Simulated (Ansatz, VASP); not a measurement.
**SrB4 in VASP and in Ansatz**

```
Sr B
1.0
     0.00000    3.68820    0.00000
     3.68820    0.00000    0.00000
     1.84410    1.84410   -4.46488
Sr B
1 4
Direct
  0.00000 0.00000 0.00000
  0.38000 0.38000 0.24000
  0.62000 0.62000 0.76000
  0.75000 0.25000 0.50000
  0.25000 0.75000 0.50000
```

Alike in both runs: task single point; functional PBEsol; k mesh 5 × 5 × 5; no spin polarisation.

```csv
,VASP,Ansatz
version,VASP 6.6.1,Ansatz 0.2.0
potentials or method,"VASP PAW PBE potentials, release 64 (Sr_sv, B), cutoff 520 eV",PAW plane waves
occupations,"fermi-dirac, width 0.1 eV",fermi-dirac
valence electrons in the cell,22,22
```

|  | VASP | Ansatz | Ansatz less VASP |
| --- | --- | --- | --- |
| gap on the k mesh at the Fermi level (eV) | none | none | - |
| pressure (GPa) | -24.0 | -24.4 | -0.37 |
| traceless stress, the component that is largest in VASP (GPa) | -3.74 | -3.78 | -0.050 |
| rms of the force components (eV/Å) | 0.516 | 0.512 | -0.0037 |

VASP's potentials were made for PBE, not for PBEsol. Atom by atom the forces differ by 0.004 eV/Å (rms over components). A gap of «none» marks a metal or a gap that the smearing closes.

The k mesh is coarse, so the values compare programs but aren't converged.
